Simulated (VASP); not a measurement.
Wanted: the native input for a VASP 6.6.1 run.

```yaml
Task: single point
Functional: r2SCAN
Potentials_or_basis: VASP PAW PBE potentials, release 64 (C)
Cutoff: 520 eV
k_mesh: 10 × 10 × 4
Occupations: gaussian, width 0.05 eV
Spin: no spin polarisation
Dipole_correction: no
Further_INCAR_settings: ALGO = Normal; EDIFF = 1e-06; NBANDS = 16
```

The system is C.

```
CELL_PARAMETERS angstrom
2.45570 0.00000 0.00000
-1.22785 2.12670 0.00000
0.00000 0.00000 7.10723
ATOMIC_POSITIONS crystal
C 0.00000 0.00000 0.25000
C 0.00000 0.00000 0.75000
C 0.33333 0.66667 0.25000
C 0.66667 0.33333 0.75000
```

One way to write it, as run:

POSCAR

```
C
1.0
    2.4557048715      0.0000000000      0.0000000000
   -1.2278524357      2.1267028029      0.0000000000
    0.0000000000      0.0000000000      7.1072314340
C
4
Direct
    0.0000000000      0.0000000000      0.2500000000
    0.0000000000      0.0000000000      0.7500000000
    0.3333333333      0.6666666667      0.2500000000
    0.6666666667      0.3333333333      0.7500000000
```

INCAR.step1

```
SYSTEM = C
PREC = Accurate
ENCUT = 520
ISMEAR = 0
SIGMA = 0.05
LREAL = .FALSE.
LASPH = .TRUE.
NELM = 80
NBANDS = 16
GGA = PE
ALGO = Normal
EDIFF = 1E-4
LWAVE = .TRUE.
LCHARG = .FALSE.
```

INCAR.step2

```
SYSTEM = C
PREC = Accurate
ENCUT = 520
EDIFF = 1E-6
ISMEAR = 0
SIGMA = 0.05
LREAL = .FALSE.
LASPH = .TRUE.
NELM = 80
ALGO = Normal
ISIF = 2
LWAVE = .FALSE.
LCHARG = .FALSE.
METAGGA = R2SCAN
LMIXTAU = .TRUE.
NBANDS = 16
ISTART = 1
```

KPOINTS

```
Automatic mesh
0
G
  10 10 4
  0 0 0
```

Potentials or basis: VASP PAW PBE potentials, release 64 (C).

The run is started by

```bash
$ cat potpaw_PBE.64/C/POTCAR > POTCAR
$ cp INCAR.step1 INCAR
$ mpirun -np 1 vasp_std > vasp.out
$ cp INCAR.step2 INCAR
$ mpirun -np 1 vasp_std > vasp.out
```

Results of the run:

```
Pressure : 0.6 GPa
```

Caveat: the PAW data sets were made with another functional, which shifts forces and pressure a little.

Wall time 2.3 min on 1 thread of Intel Xeon 8259CL, with other jobs on the host, peak memory 0.15 GiB.
